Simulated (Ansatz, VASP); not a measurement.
# One calculation of Ta, two programs

The input INCAR:

```
PREC = Accurate ; ENCUT = 520
EDIFF = 1E-6 ; ISMEAR = -1
SIGMA = 0.1 ; LREAL = F
LASPH = T ; NELM = 80
ALGO = Normal ; ISIF = 2
LWAVE = F ; LCHARG = F
GGA = CA ; NBANDS = 12
```

The input KPOINTS:

```
Automatic mesh
0
Gamma
  11 11 11
```

The input POSCAR:

```
Ta
1.0
   -1.6276710318      1.6276710318      1.6276710318
    1.6276710318     -1.6276710318      1.6276710318
    1.6276710318      1.6276710318     -1.6276710318
Ta
1
Direct
    0.0000000000      0.0000000000      0.0000000000
```

Input for Ansatz:

```yaml
crystal:
  lattice:
    - [-1.6276710318, 1.6276710318, 1.6276710318]
    - [1.6276710318, -1.6276710318, 1.6276710318]
    - [1.6276710318, 1.6276710318, -1.6276710318]
  atoms:
    - { symbol: Ta, position: [0.0, 0.0, 0.0] }
hamiltonian:
  xc: lda
  pseudopotentials:
    kind: paw
    azcp:
      Ta: "pseudopotentials/Ta.paw.azcp"
basis:
  ecutwfc: 420
  fft_grid_basis: typed
kpoints:
  mp_grid: { grid: [11, 11, 11], shift: [0, 0, 0] }
magnetization:
  spin_polarized: false
scf:
  occupations: { method: fermi_dirac, width: 0.1 }
  lower_state_search: "off"
output:
  stress: true
```

Alike in both runs: task single point; functional LDA; k mesh 11 × 11 × 11; occupations fermi-dirac, width 0.1 eV; no spin polarisation.

```csv
,VASP,Ansatz
version,VASP 6.6.1,Ansatz 0.2.0
potentials or method,"VASP PAW LDA potentials, release 64 (Ta_pv), cutoff 520 eV","plane waves (420 eV) with PAW, scalar-relativistic"
valence electrons in the cell,11,13
```

VASP gave:

- pressure (GPa): 0.5

Task: What did Ansatz give for the same quantities?

Result: Pressure (GPa): -0.4.

Ansatz warns that its potentials were made for another functional, while VASP's fit it. LDA's correlation is that of Perdew and Zunger in VASP and of Perdew and Wang (1992) in Ansatz. VASP's potentials hold 11 valence electrons a cell and Ansatz's 13, so a difference there can come from the potentials and not from the codes.

Neither program's run includes spin-orbit coupling.
